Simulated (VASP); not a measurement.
# Sn (P6_3/mmc) in VASP: further runs

The runs below take Sn through single point, relaxation of cell and atoms, with PBE.

Everything below comes from runs of VASP 6.6.1. Logs are shortened: lines on timing, memory, paths and dates and some standing lists are left out, and cuts for length are marked.

### 1 The cell of the first run

Symmetry: P6_3/mmc, No. 194, hexagonal system. Conventional cell: a = 3.383 Å, b = 3.383 Å, c = 5.548 Å, α = 90.00°, β = 90.00°, γ = 120.00°. Sn (site symmetry -6m2) has 12 Sn at 3.38 to 3.39 Å within 4.4 Å.

### 2 Single point, PBE

INCAR

```
  PREC = Accurate
  ENCUT = 520
  EDIFF = 1E-7
  ISMEAR = 0
  SIGMA = 0.05
  LREAL = F
  LASPH = T
  NELM = 100
  ALGO = Normal
  ISIF = 2
  LWAVE = F
  LCHARG = F
  GGA = PE
  NBANDS = 21
```

KPOINTS

```
regular mesh
0
Gamma
  6 6 4
```

POSCAR

```
Sn
1.0
    3.3826537865      0.0000000000      0.0000000000
   -1.6913268932      2.9294641113      0.0000000000
    0.0000000000      0.0000000000      5.5483304810
Sn
2
Direct
    0.3333333333      0.6666666667      0.7500000000
    0.6666666667      0.3333333333      0.2500000000
```

Potentials or basis: VASP PAW PBE potentials, release 64 (Sn_d).

Run with:

```console
cat potpaw_PBE.64/Sn_d/POTCAR > POTCAR
mpirun -np 1 vasp_std > vasp.out
```

OUTCAR:

```text
PREC = Accurate
   ENCUT = 520
   EDIFF = 1E-7
   ISMEAR = 0
   LREAL = F
   LASPH = T
   NELM = 100
   ISIF = 2
   GGA = PE

 ion  position               nearest neighbor table
   1  0.333  0.667  0.750-   2 3.39   2 3.39   2 3.39   2 3.39   2 3.39   2 3.39
   2  0.667  0.333  0.250-   1 3.39   1 3.39   1 3.39   1 3.39   1 3.39   1 3.39

  LATTYP: Found a hexagonal cell.
 ALAT       =     3.3826537865
 C/A-ratio  =     1.6402300771

  Lattice vectors:

 A1 = (   3.3826537865,   0.0000000000,   0.0000000000)
 A2 = (  -1.6913268932,   2.9294641113,   0.0000000000)
 A3 = (   0.0000000000,   0.0000000000,   5.5483304810)

Analysis of symmetry for initial positions (statically):
=====================================================================
 Subroutine PRICEL returns:
 Original cell was already a primitive cell.

 Routine SETGRP: Setting up the symmetry group for a
 hexagonal supercell.

 Subroutine GETGRP returns: Found 24 space group operations
 (whereof 12 operations were pure point group operations)
 out of a pool of 24 trial point group operations.

The static configuration has the point symmetry D_3d.
 The point group associated with its full space group is D_6h.

Analysis of symmetry for dynamics (positions and initial velocities):
=====================================================================
 Subroutine PRICEL returns:
 Original cell was already a primitive cell.

 Routine SETGRP: Setting up the symmetry group for a
 hexagonal supercell.

 Subroutine GETGRP returns: Found 24 space group operations
 (whereof 12 operations were pure point group operations)
 out of a pool of 24 trial point group operations.

The dynamic configuration has the point symmetry D_3d.
 The point group associated with its full space group is D_6h.

 Subroutine INISYM returns: Found 24 space group operations
 (whereof 12 operations are pure point group operations),
 and found     1 'primitive' translations

----------------------------------------------------------------------------------------

                                     Primitive cell

  volume of cell :      54.9804

  direct lattice vectors                    reciprocal lattice vectors
     3.382653787  0.000000000  0.000000000     0.295625879  0.170679681  0.000000000
    -1.691326893  2.929464111  0.000000000     0.000000000  0.341359362  0.000000000
     0.000000000  0.000000000  5.548330481     0.000000000  0.000000000  0.180234397

  length of vectors
     3.382653787  3.382653786  5.548330481     0.341359362  0.341359362  0.180234397

  position of ions in fractional coordinates (direct lattice)
     0.333333333  0.666666667  0.750000000
     0.666666667  0.333333333  0.250000000

  ion indices of the primitive-cell ions
   primitive index   ion index
                 1           1
                 2           2

----------------------------------------------------------------------------------------

 KPOINTS: regular mesh

Automatic generation of k-mesh.
 Grid dimensions read from file:
 generate k-points for:    6    6    4

 Generating k-lattice:

  Cartesian coordinates                     Fractional coordinates (reciprocal lattice)
     0.049270980  0.028446613  0.000000000     0.166666667  0.000000000  0.000000000
     0.000000000  0.056893227  0.000000000     0.000000000  0.166666667  0.000000000
     0.000000000  0.000000000  0.045058599     0.000000000  0.000000000  0.250000000

  Length of vectors
     0.056893227  0.056893227  0.045058599

  Shift w.r.t. Gamma in fractional coordinates (k-lattice)
     0.000000000  0.000000000  0.000000000

 Subroutine IBZKPT returns following result:
 ===========================================

 Found     21 irreducible k-points:

 Following reciprocal coordinates:
            Coordinates               Weight
  0.000000  0.000000  0.000000      1.000000
  0.166667 -0.000000  0.000000      6.000000
  0.333333 -0.000000  0.000000      6.000000
  0.500000 -0.000000  0.000000      3.000000
  0.166667  0.166667  0.000000      6.000000
  0.333333  0.166667  0.000000     12.000000
[... 13 lines left out ...]
  0.333333  0.166667  0.500000     12.000000
  0.333333  0.333333  0.500000      2.000000
   k-points           NKPTS =     21   k-points in BZ     NKDIM =     21   number of bands    NBANDS=     21
   number of dos      NEDOS =    301   number of ions     NIONS =      2
   total plane-waves  NPLWV =  32928
   dimension x,y,z NGX =    28 NGY =   28 NGZ =   42
   dimension x,y,z NGXF=    56 NGYF=   56 NGZF=   84
   ions per type =               2
   NGX,Y,Z   is equivalent  to a cutoff of  13.76, 13.76, 12.58 a.u.
   NGXF,Y,Z  is equivalent  to a cutoff of  27.52, 27.52, 25.17 a.u.
 SYSTEM =  unknown system
   PREC   = accura    normal or accurate (medium, high low for compatibility)
   ISTART =      0    job   : 0-new  1-cont  2-samecut
   ICHARG =      2    charge: 1-file 2-atom 10-const
   ISPIN  =      1    spin polarized calculation?
   LNONCOLLINEAR =      F non collinear calculations
   LSORBIT =      F    spin-orbit coupling
   LASPH  =      T    aspherical Exc in radial PAW
   ENCUT  =  520.0 eV  38.22 Ry    6.18 a.u.   6.29  6.29 10.32*2*pi/ulx,y,z
   NELM   =    100;   NELMIN=  2; NELMDL= -5     # of ELM steps
   EDIFF  = 0.1E-06   stopping-criterion for ELM
   LREAL  =      F    real-space projection
   EDIFFG = 0.1E-05   stopping-criterion for IOM
   NSW    =      0    number of steps for IOM
   IBRION =     -1    ionic relax: 0-MD 1-quasi-New 2-CG
   NFREE  =      0    steps in history (QN), initial steepest desc. (CG)
   ISIF   =      2    stress and relaxation
   ISYM   =      2    0-nonsym 1-usesym 2-fastsym
   POTIM  = 0.5000    time-step for ionic-motion
   TEBEG  =    0.0;   TEEND  =   0.0 temperature during run
   PSTRESS=    0.0 pullay stress
   NELECT =      28.0000    total number of electrons
   NUPDOWN=      -1.0000    fix difference up-down
   EMIN   =  10.00;   EMAX   =-10.00  energy-range for DOS
   EFERMI =   0.00;   METHOD = LEGACY
   ISMEAR =     0;   SIGMA  =   0.05  broadening in eV -4-tet -1-fermi 0-gaus
   EFERMI_NEDOS =   21; number of points for ismear=-14 and -15
   IALGO  =     38    algorithm
   IMIX   =      4    mixing-type and parameters
     AMIX     =   0.40;   BMIX     =  1.00
     AMIX_MAG =   1.60;   BMIX_MAG =  1.00
  volume/ion in A,a.u.               =      27.49       185.51
  Fermi-wavevector in a.u.,A,eV,Ry     =   1.307349  2.470531 23.254547  1.709161
  Thomas-Fermi vector in A             =   2.438089
   LORBIT       =      0    0 simple, 1 ext, 2 COOP (PROOUT), +10 PAW based schemes
   GGA     = PE    functional components
   LHFCALC =     F    Hartree Fock is set to
   AEXX    =    0.0000 exact exchange contribution
   IVDW    =     0    specifies the selected vdW correction
   LEPSILON=     F    determine dielectric tensor
   LRPA    =     F    only Hartree local field effects (RPA)
 non-spin polarized calculation
 Gauss-broadening in eV      SIGMA  =   0.05
  energy-cutoff  :      520.00
  volume of cell :       54.98
 maximum number of plane-waves:      1509
 NGX is ok and might be reduce to    28
   NGX = 13   NGY = 13   NGZ = 21

 number of electron      28.0000006 magnetization

 Free energy of the ion-electron system (eV)
  ---------------------------------------------------
  ext. energy  EPLUGINS =         0.00000000
  ---------------------------------------------------
  free energy    TOTEN  =        -7.53746573 eV

  energy without entropy =       -7.53392791  energy(sigma->0) =       -7.53569682

 E-fermi :   8.1984     XC(G=0): -10.3154

 val. band max:        7.7349180700   @ k =   0.3333   0.1667   0.2500
 cond. band min:       8.2115950448   @ k =   0.3333  -0.0000   0.2500
 fundamental gap:      0.4766769748
 Fermi energy:         8.1984238740

 k-point     1 :       0.0000    0.0000    0.0000
  band No.  band energies     occupation
      1     -13.5813      2.00000
      2     -13.5788      2.00000
      3     -13.5739      2.00000
      4     -13.5739      2.00000
      5     -13.5639      2.00000
      6     -13.5639      2.00000
[... 13 lines left out ...]
     20      17.7650      0.00000
     21      19.8012      0.00000

 k-point     2 :       0.1667   -0.0000    0.0000
  band No.  band energies     occupation
      1     -13.6039      2.00000
      2     -13.5712      2.00000
      3     -13.5588      2.00000
      4     -13.5453      2.00000
      5     -13.5415      2.00000
      6     -13.5403      2.00000
[... 13 lines left out ...]
     20      18.0520      0.00000
     21      19.0185      0.00000

 k-point     3 :       0.3333   -0.0000    0.0000
  band No.  band energies     occupation
      1     -13.6398      2.00000
      2     -13.5799      2.00000
      3     -13.5783      2.00000
      4     -13.5619      2.00000
      5     -13.5205      2.00000
      6     -13.4955      2.00000
[... 13 lines left out ...]
     20      17.0665      0.00000
     21      18.5697      0.00000

 k-point     4 :       0.5000   -0.0000    0.0000
  band No.  band energies     occupation
      1     -13.6563      2.00000
      2     -13.5991      2.00000
      3     -13.5849      2.00000
      4     -13.5712      2.00000
      5     -13.5104      2.00000
      6     -13.4994      2.00000
[... 13 lines left out ...]
     20      16.6558      0.00000
     21      18.3033      0.00000

 k-point     5 :       0.1667    0.1667    0.0000
  band No.  band energies     occupation
      1     -13.5935      2.00000
      2     -13.5880      2.00000
      3     -13.5718      2.00000
      4     -13.5558      2.00000
      5     -13.5330      2.00000
      6     -13.5249      2.00000
[... 13 lines left out ...]
     20      17.5307      0.00000
     21      18.2855      0.00000
[... 310 lines left out ...]
     20      14.8898      0.00000
     21      15.7200      0.00000

 k-point    19 :       0.1667    0.1667    0.5000
  band No.  band energies     occupation
      1     -13.5950      2.00000
      2     -13.5950      2.00000
      3     -13.5639      2.00000
      4     -13.5639      2.00000
      5     -13.5200      2.00000
      6     -13.5200      2.00000
[... 13 lines left out ...]
     20      17.7732      0.00000
     21      19.5489      0.00000

 k-point    20 :       0.3333    0.1667    0.5000
  band No.  band energies     occupation
      1     -13.6002      2.00000
      2     -13.6002      2.00000
      3     -13.5667      2.00000
      4     -13.5667      2.00000
      5     -13.5158      2.00000
      6     -13.5158      2.00000
[... 13 lines left out ...]
     20      16.5348      0.00000
     21      17.9506      0.00000

 k-point    21 :       0.3333    0.3333    0.5000
  band No.  band energies     occupation
      1     -13.5886      2.00000
      2     -13.5886      2.00000
      3     -13.5334      2.00000
      4     -13.5334      2.00000
      5     -13.5062      2.00000
      6     -13.5062      2.00000
[... 13 lines left out ...]
     20      16.8675      0.00000
     21      16.8786      0.00000

------------------------ aborting loop because EDIFF is reached ----------------------------------------

  FORCE on cell =-STRESS in cart. coord.  units (eV):
  Direction    XX          YY          ZZ          XY          YZ          ZX
  --------------------------------------------------------------------------------------
  -------------------------------------------------------------------------------------
  Total       -0.0500181     -0.0500181      0.0165597     -0.0000000      0.0000000      0.0000000
  in kB       -1.4575703     -1.4575703      0.4825646     -0.0000000      0.0000000      0.0000000
  external PRESSURE =      -0.8108587 kB  Pullay stress =       0.0000000 kB

 VOLUME and BASIS-vectors are now :
 -----------------------------------------------------------------------------
  energy-cutoff  :      520.00
  volume of cell :       54.98
      direct lattice vectors                 reciprocal lattice vectors
     3.382653787  0.000000000  0.000000000     0.295625879  0.170679681  0.000000000
    -1.691326893  2.929464111  0.000000000     0.000000000  0.341359362  0.000000000
     0.000000000  0.000000000  5.548330481     0.000000000  0.000000000  0.180234397

 POSITION                                       TOTAL-FORCE (eV/Angst)
 -----------------------------------------------------------------------------------
     -0.00000      1.95298      4.16125        -0.000000      0.000000      0.000000
      1.69133      0.97649      1.38708         0.000000     -0.000000     -0.000000
 -----------------------------------------------------------------------------------
    total drift:                                0.000000     -0.000000      0.000000

  FREE ENERGIE OF THE ION-ELECTRON SYSTEM (eV)
  ---------------------------------------------------
  free  energy   TOTEN  =        -7.5374657341 eV

  energy  without entropy=       -7.5339279098  energy(sigma->0) =       -7.53569682
```

Run time: 11 s. Hardware: 1 thread of Intel Xeon 6975P-C (Granite Rapids), shared host; peak memory 0.17 GiB.

What came out:

```yaml
Free_energy: -7.5375 eV
Pressure: -0.1 GPa
Band_gap_on_the_k_mesh: zero (band 14 reaches 13.70 eV, above the bottom of band 15 at 6.04 eV)
```

Caveat: spin-orbit coupling is left out, which moves the levels of the heavy elements.

### 3 Relaxation of cell and atoms, PBE

This run uses another cell than the first one, of 27.05 Å³/atom, 0.984 times its volume.

INCAR

```
PREC = Accurate ; ENCUT = 600
EDIFF = 1E-6 ; ISMEAR = 0
SIGMA = 0.05 ; LREAL = False
LASPH = True ; NELM = 100
ALGO = Normal ; ISIF = 3
LWAVE = False ; LCHARG = False
GGA = PE ; IBRION = 2
NSW = 80 ; EDIFFG = -0.03
```

KPOINTS is that of step 2.

POSCAR

```
Sn
1.0
    3.3693956289      0.0000000000      0.0000000000
   -1.6846978144      2.9179822100      0.0000000000
    0.0000000000      0.0000000000      5.5033461938
Sn
2
Direct
    0.3333333333      0.6666666667      0.7500000000
    0.6666666667      0.3333333333      0.2500000000
```

Potentials or basis: VASP PAW PBE potentials, release 64 (Sn_d).

Run with:

```console
cat potpaw_PBE.64/Sn_d/POTCAR > POTCAR
mpirun -np 1 vasp_std > vasp.out
```

Run time: 14 s. Hardware: 1 thread of Intel Xeon 6975P-C (Granite Rapids), shared host; peak memory 0.19 GiB.

Results (log left out):

```
Free energy                            : -7.5374 eV
Relaxed volume                         : 27.48 Å³/atom
Relaxed cell                           : a = 3.383 Å, b = 3.383 Å, c = 5.543 Å, α = 90.00°, β = 90.00°, γ = 120.00°
Space group after relaxing (to 0.05 Å) : P6_3/mmc (No. 194)
Energy gained by relaxing              : 0.9 meV/atom
Ionic steps                            : 2
Pressure after relaxing                : 0.0 GPa
Band gap on the k mesh                 : zero (band 14 reaches 13.69 eV, above the bottom of band 15 at 6.04 eV)
```

Stress tensor (GPa, compression positive):
```
-0.12  0.00  0.00
 0.00 -0.12  0.00
 0.00  0.00  0.17
```

The path:
```
step  energy change (eV)  largest force (eV/Å)  pressure (GPa)  volume (Å³)
   1              0.0000                0.0000            0.64        54.11
   2             -0.0019                0.0000           -0.03        54.96
```

Final structure:
```
Sn
1.0
     3.38350    0.00000    0.00000
    -1.69175    2.93019    0.00000
     0.00000    0.00000    5.54327
Sn
2
Direct
  0.33333 0.66667 0.75000
  0.66667 0.33333 0.25000
```

Levels at points of the mesh, in eV from the Fermi level:
```
           k point  band 10  band 11  band 12  band 13  band 14  band 15  band 16  band 17  band 18
(0.00, 0.00, 0.00)   -21.64   -11.26    -7.02    -4.78     5.49     5.49     7.22     7.22     7.48
(0.50, 0.00, 0.00)   -21.63    -7.28    -6.14    -2.60    -1.69    -0.99     1.03     1.87     5.43
(0.00, 0.00, 0.50)   -21.67    -9.99    -9.99     0.72     0.72     6.38     6.38     6.38     6.38
(0.50, 0.00, 0.50)   -21.63    -6.24    -6.24    -4.22    -4.22     3.21     3.21     3.52     3.52
```

Caveat: spin-orbit coupling is left out, which moves the levels of the heavy elements.
